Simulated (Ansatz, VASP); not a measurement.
**Ge in VASP and in Ansatz**

```
CELL_PARAMETERS angstrom
3.99759 0.00000 0.00000
-1.99879 3.46201 0.00000
0.00000 0.00000 6.59938
ATOMIC_POSITIONS crystal
Ge 0.33333 0.66667 0.93710
Ge 0.66667 0.33333 0.43710
Ge 0.33333 0.66667 0.56290
Ge 0.66667 0.33333 0.06290
```

Alike in both runs: task single point; functional PBE; k mesh 8 × 8 × 4; occupations gaussian, width 0.029 eV; no spin polarisation.

|  | VASP | Ansatz |
| --- | --- | --- |
| version | VASP 6.6.1 | Ansatz 0.2.0 |
| potentials or method | VASP PAW PBE potentials, release 64 (Ge_d) | Ansatz PAW |
| plane-wave cutoff (eV) | 520 | 420 |
| valence electrons in the cell | 56 | 56 |

|  | VASP | Ansatz | Ansatz less VASP |
| --- | --- | --- | --- |
| gap on the k mesh at the Fermi level (eV) | 0.12 | 0.13 | +0.005 |
| least direct gap on the mesh (eV) | 0.12 | 0.13 | +0.005 |
| pressure (GPa) | 2.9 | 3.0 | +0.10 |
| traceless stress, the component that is largest in VASP (GPa) | -0.15 | -0.15 | -0.002 |
| rms of the force components (eV/Å) | 0.011 | 0.011 | -0.0001 |

Atom by atom the forces differ by 0.000 eV/Å (rms over components). With one functional, cell and mesh, what is left measures potentials, basis and numerics.
